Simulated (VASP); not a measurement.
Sr4TmSi:

```xyz
6
Lattice="5.2129 0.0000 0.0000 -2.6064 4.5145 0.0000 0.0000 0.0000 8.3222" Properties=species:S:1:pos:R:3 pbc="T T T"
Sr    0.0000    3.0097    0.0000
Sr    2.6064    1.5048    0.0000
Sr    0.0000    3.0097    4.1611
Sr    2.6064    1.5048    4.1611
Tm    0.0000    0.0000    4.1611
Si    0.0000    0.0000    0.0000
```

The cell was generated, and may not be a known phase.

- Program: VASP 6.6.1
- Task: relaxation of cell and atoms
- Functional: PBE
- Potentials or basis: VASP PAW PBE potentials, release 64 (Sr_sv, Tm_3, Si), 4f in core
- Cutoff: 500 eV
- k mesh: 4 × 4 × 2
- Occupations: gaussian, width 0.2 eV
- Spin: no spin polarisation

At the start: pressure 11.3 GPa; volume 32.64 Å³/atom.

Problem. Where does the relaxation end?

Solution. Over 9 steps the energy falls by 754.3 meV/atom and the volume is 38.32 Å³/atom (+17.4 %); space group P6/mmm (No. 191, to 0.1 Å) before and after.

Step by step:
```csv
step,energy change (eV),largest force (eV/Å),pressure (GPa),volume (Å³)
1,0.0000,0.0000,11.30,195.85
2,-4.1252,0.0000,-0.78,263.94
3,-4.1173,0.0000,-1.75,280.08
4,-4.1489,0.0000,-1.22,270.57
5,-4.3258,0.0000,-1.12,258.94
6,-4.4396,0.0000,0.16,224.46
7,-4.5047,0.0000,-0.65,239.76
8,-4.5108,0.0000,-0.51,236.46
9,-4.5257,0.0000,-0.02,229.92
```

Final structure:
```xyz
6
Lattice="6.2058 0.0000 0.0000 -3.1029 5.3744 0.0000 0.0000 0.0000 6.8938" Properties=species:S:1:pos:R:3 pbc="T T T"
Sr    0.0000    3.5829    0.0000
Sr    3.1029    1.7915    0.0000
Sr    0.0000    3.5829    3.4469
Sr    3.1029    1.7915    3.4469
Tm    0.0000    0.0000    3.4469
Si    0.0000    0.0000    0.0000
```

Caveat: the k points lie up to 0.46 Å⁻¹ apart in the final cell, too coarse for converged energies and pressures of a metal; the volume moved by over 15 % at a fixed basis, so the end points are rough.
